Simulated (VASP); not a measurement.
Input of a VASP 6.6.1 run:

INCAR

```
PREC = Accurate
ENCUT = 520
EDIFF = 1E-6
ISMEAR = 0
SIGMA = 0.15
LREAL = False
LASPH = True
NELM = 80
ALGO = Fast
ISIF = 2
LWAVE = False
LCHARG = False
GGA = PS
NBANDS = 16
```

Contents of KPOINTS:

```
Automatic mesh
0
Gamma
  16 16 16
```

File POSCAR:

```
AlRu
1.0
    2.9916000000      0.0000000000      0.0000000000
    0.0000000000      2.9916000000      0.0000000000
    0.0000000000      0.0000000000      2.9916000000
Al Ru
1 1
Direct
    0.0000000000      0.0125350983      0.0000000000
    0.5000000000      0.5000000000      0.5000000000
```

Potentials or basis: VASP PAW PBE potentials, release 64 (Al, Ru_pv).

The run is started by

```console
$ cat potpaw_PBE.64/Al/POTCAR potpaw_PBE.64/Ru_pv/POTCAR > POTCAR
$ mpirun -np 1 vasp_std > vasp.out
```

(1) What does it give for the band gap on the k mesh?

(2) Predict the largest force.

(3) Predict the pressure.

## Answers

(1) zero (an odd number of electrons rules out a gap without spin polarisation).

(2) 0.288 eV/Å.

(3) -3.2 GPa.

Caveat: the cell differs from its parent crystal (all Al atoms moved +0.037 Å, as atom 1 along Cartesian [0 1 0]); the cell stands under tension; the PAW data sets were made with another functional, which shifts forces and pressure a little.
